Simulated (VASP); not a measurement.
# Ge (Pm-3m) in VASP: notebook, part 2 of 2

VASP 6.6.1. Earlier steps stand in the parts before.

## Step 3: Single point, HSE06

POSCAR

```
Ge
1.0
    2.7137598636      0.0000000000      0.0000000000
    0.0000000000      2.7137598636      0.0000000000
    0.0000000000      0.0000000000      2.7137598636
Ge
1
Direct
    0.0000000000      0.0000000000      0.0000000000
```

INCAR.step1

```
PREC = Accurate ; ENCUT = 520
EDIFF = 1E-5 ; ISMEAR = -1
SIGMA = 0.1 ; LREAL = False
LASPH = True ; NELM = 80
ALGO = Normal ; ISIF = 2
LWAVE = True ; LCHARG = False
GGA = PE ; NBANDS = 13
```

INCAR.step2

```
PREC = Accurate ; ENCUT = 520
EDIFF = 1E-6 ; ISMEAR = -1
SIGMA = 0.1 ; LREAL = False
LASPH = True ; NELM = 80
ALGO = Normal ; ISIF = 2
LWAVE = False ; LCHARG = False
GGA = PE ; LHFCALC = True
HFSCREEN = 0.2079 ; PRECFOCK = Normal
ISTART = 1 ; NBANDS = 13
```

KPOINTS

```
regular mesh
0
Gamma
  6 6 6
```

Potentials or basis: VASP PAW PBE potentials, release 64 (Ge_d).

On the command line:

```
> cat potpaw_PBE.64/Ge_d/POTCAR > POTCAR
> cp INCAR.step1 INCAR
> mpirun -np 1 vasp_std > vasp.out
> cp INCAR.step2 INCAR
> mpirun -np 1 vasp_std > vasp.out
```

OUTCAR:

```text
PREC = Accurate
   ENCUT = 520
   EDIFF = 1E-6
   ISMEAR = -1
   LREAL = False
   LASPH = True
   NELM = 80
   ISIF = 2
   GGA = PE
   LHFCALC = True
   HFSCREEN = 0.2079
   PRECFOCK = Normal
   ISTART = 1

 ion  position               nearest neighbor table
   1  0.000  0.000  0.000-

  LATTYP: Found a simple cubic cell.
 ALAT       =     2.7137598636

  Lattice vectors:

 A1 = (   2.7137598636,   0.0000000000,   0.0000000000)
 A2 = (   0.0000000000,   2.7137598636,   0.0000000000)
 A3 = (   0.0000000000,   0.0000000000,   2.7137598636)

Analysis of symmetry for initial positions (statically):
=====================================================================
 Subroutine PRICEL returns:
 Original cell was already a primitive cell.

 Routine SETGRP: Setting up the symmetry group for a
 simple cubic supercell.

 Subroutine GETGRP returns: Found 48 space group operations
 (whereof 48 operations were pure point group operations)
 out of a pool of 48 trial point group operations.

The static configuration has the point symmetry O_h .

Analysis of symmetry for dynamics (positions and initial velocities):
=====================================================================
 Subroutine PRICEL returns:
 Original cell was already a primitive cell.

 Routine SETGRP: Setting up the symmetry group for a
 simple cubic supercell.

 Subroutine GETGRP returns: Found 48 space group operations
 (whereof 48 operations were pure point group operations)
 out of a pool of 48 trial point group operations.

The dynamic configuration has the point symmetry O_h .

 Subroutine INISYM returns: Found 48 space group operations
 (whereof 48 operations are pure point group operations),
 and found     1 'primitive' translations

----------------------------------------------------------------------------------------
[... 117 lines left out ...]
   NKREDZ  =     1    reduce k-point grid by
   AEXX    =    0.2500 exact exchange contribution
   HFSCREEN=    0.2079 screening length (either q_TF or 0.3 A-1)
   HFSCREENC=   0.2079 screening length for correlation (either q_TF or 0.3 A-1)
   ENCUTFOCK=  -1.0 apply spherical cutoff to Coloumb kernel
   IVDW    =     0    specifies the selected vdW correction
   LEPSILON=     F    determine dielectric tensor
   LRPA    =     F    only Hartree local field effects (RPA)
 non-spin polarized calculation
  energy-cutoff  :      520.00
  volume of cell :       19.99
 maximum number of plane-waves:       554
  NGX = 16; NGY = 16; NGZ = 16

 number of electron      13.9999972 magnetization

 Free energy of the ion-electron system (eV)
  ---------------------------------------------------
  ext. energy  EPLUGINS =         0.00000000
  ---------------------------------------------------
  free energy    TOTEN  =        -4.98006918 eV

  energy without entropy =       -4.96283037  energy(sigma->0) =       -4.97144978

 E-fermi :   5.9202     XC(G=0):  -8.9954

 val. band max:        5.4980768315   @ k =   0.5000   0.5000   0.5000
 cond. band min:       5.9781368104   @ k =   0.3333   0.3333   0.1667
 fundamental gap:      0.4800599790
 Fermi energy:         5.9201916656

 k-point     1 :       0.0000    0.0000    0.0000
  band No.  band energies     occupation
      1     -22.3130      2.00000
      2     -22.3130      2.00000
      3     -22.0710      2.00000
      4     -22.0710      2.00000
      5     -22.0710      2.00000
      6      -8.4733      2.00000
      7      13.1710      0.00000
      8      13.1711      0.00000
      9      13.1711      0.00000
     10      16.4702      0.00000
     11      16.4702      0.00000
     12      19.0444      0.00000
     13      35.6296      0.00000
[... 290 lines left out ...]
  band No.  band energies     occupation
      1     -22.2092      2.00000
      2     -22.2092      2.00000
      3     -22.2092      2.00000
      4     -21.9982      2.00000
      5     -21.9982      2.00000
      6       5.4981      1.97106
      7       6.1802      0.13826
      8       6.1802      0.13826
      9       6.1802      0.13825
     10      13.1666      0.00000
     11      13.1666      0.00000
     12      13.1666      0.00000
     13      15.9504      0.00000

------------------------ aborting loop because EDIFF is reached ----------------------------------------

  FORCE on cell =-STRESS in cart. coord.  units (eV):
  Direction    XX          YY          ZZ          XY          YZ          ZX
  --------------------------------------------------------------------------------------
  -------------------------------------------------------------------------------------
  Total       -0.3391000     -0.3391000     -0.3391000      0.0000000     -0.0000000     -0.0000000
  in kB      -27.1846720    -27.1846720    -27.1846720      0.0000000     -0.0000000     -0.0000000
  external PRESSURE =     -27.1846720 kB  Pullay stress =       0.0000000 kB

 VOLUME and BASIS-vectors are now :
 -----------------------------------------------------------------------------
  energy-cutoff  :      520.00
  volume of cell :       19.99
      direct lattice vectors                 reciprocal lattice vectors
     2.713759864  0.000000000  0.000000000     0.368492442  0.000000000  0.000000000
     0.000000000  2.713759864  0.000000000     0.000000000  0.368492442  0.000000000
     0.000000000  0.000000000  2.713759864     0.000000000  0.000000000  0.368492442

 POSITION                                       TOTAL-FORCE (eV/Angst)
 -----------------------------------------------------------------------------------
      0.00000      0.00000      0.00000         0.000000      0.000000      0.000000
 -----------------------------------------------------------------------------------
    total drift:                               -0.000000     -0.000000     -0.000000

  FREE ENERGIE OF THE ION-ELECTRON SYSTEM (eV)
  ---------------------------------------------------
  free  energy   TOTEN  =        -4.9800691841 eV

  energy  without entropy=       -4.9628303730  energy(sigma->0) =       -4.97144978
```

OSZICAR.step1:

```text
N       E                     dE             d eps       ncg     rms          rms(c)
DAV:   1     0.613461552682E+02    0.61346E+02   -0.71383E+03   579   0.295E+03
DAV:   2     0.142766053006E+01   -0.59918E+02   -0.57120E+02   540   0.405E+02
DAV:   3    -0.419862401422E+01   -0.56263E+01   -0.56081E+01   580   0.723E+01
DAV:   4    -0.428461724126E+01   -0.85993E-01   -0.85985E-01   595   0.977E+00
DAV:   5    -0.428547763428E+01   -0.86039E-03   -0.86038E-03   595   0.105E+00    0.135E+00
DAV:   6    -0.428119636572E+01    0.42813E-02   -0.62721E-03   635   0.177E+00    0.773E-01
DAV:   7    -0.428018098941E+01    0.10154E-02   -0.45298E-03   625   0.124E+00    0.765E-02
DAV:   8    -0.428015565793E+01    0.25331E-04   -0.68705E-04   625   0.602E-01    0.314E-02
DAV:   9    -0.428015334405E+01    0.23139E-05   -0.24752E-05   609   0.102E-01
   1 F= -.42801533E+01 E0= -.42713009E+01  d E =-.177048E-01
```

Wall time 6.4 min (1 thread of Intel Xeon Platinum 8559C (Emerald Rapids), shared host); peak memory 0.23 GiB.

Results:

```yaml
Free_energy: -4.9801 eV
Pressure: -2.7 GPa
Band_gap_on_the_k_mesh: zero (band 7 reaches 13.17 eV, above the bottom of band 8 at 2.91 eV)
```

Levels at points of the mesh, in eV from the Fermi level:
```csv
k point,band 3,band 4,band 5,band 6,band 7,band 8,band 9,band 10,band 11,band 12
"(0.00, 0.00, 0.00)",-27.99,-27.99,-27.99,-14.39,7.25,7.25,7.25,10.55,10.55,13.12
"(0.50, 0.00, 0.00)",-28.05,-28.05,-27.99,-10.22,-6.48,10.34,10.34,13.95,15.92,17.07
"(0.50, 0.50, 0.00)",-28.05,-28.05,-27.92,-5.66,-3.01,-3.01,3.31,13.35,20.23,20.23
"(0.50, 0.50, 0.50)",-28.13,-27.92,-27.92,-0.42,0.26,0.26,0.26,7.25,7.25,7.25
```

Caveat: the k points lie up to 0.39 Å⁻¹ apart; the PAW data sets were made with another functional, which shifts forces and pressure a little.
